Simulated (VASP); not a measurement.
A run of VASP 6.6.1 is set up as follows.

File INCAR:

```
SYSTEM = Tl
AGGAC = 1.0
AGGAX = 1.0
ALDAC = 0.0
ALDAX = 1.0
ALGO = Normal
EDIFF = 1E-6
ENCUT = 520
GGA = B5
ISIF = 2
ISMEAR = -1
LASPH = .TRUE.
LCHARG = .TRUE.
LELF = .TRUE.
LREAL = .FALSE.
LVHAR = .TRUE.
LWAVE = .FALSE.
NBANDS = 20
NELM = 80
PREC = Accurate
SIGMA = 0.1
```

KPOINTS

```
k-points
0
G
  16 16 9
  0 0 0
```

File POSCAR:

```
Tl
1.0
    3.8279910615      0.0000000000      0.0000000000
   -1.9139955307      3.3151375047      0.0000000000
    0.0000000000      0.0000000000      5.8365784766
Tl
2
Direct
    0.3333333333      0.6666666667      0.2500000000
    0.6666666667      0.3333333333      0.7500000000
```

Potentials or basis: VASP PAW PBE potentials, release 64 (Tl_d).

Command:

```sh
$ cat potpaw_PBE.64/Tl_d/POTCAR > POTCAR
$ mpirun -np 1 vasp_std > vasp.out
```

(1) Predict the band gap on the k mesh.

(2) Predict the pressure.

Answers

(1) zero (bands 13 and 14 overlap by 3.55 eV).

(2) -0.6 GPa.

Caveat: the PAW data sets were made with another functional, which shifts forces and pressure a little; spin-orbit coupling is left out, which moves the levels of the heavy elements.
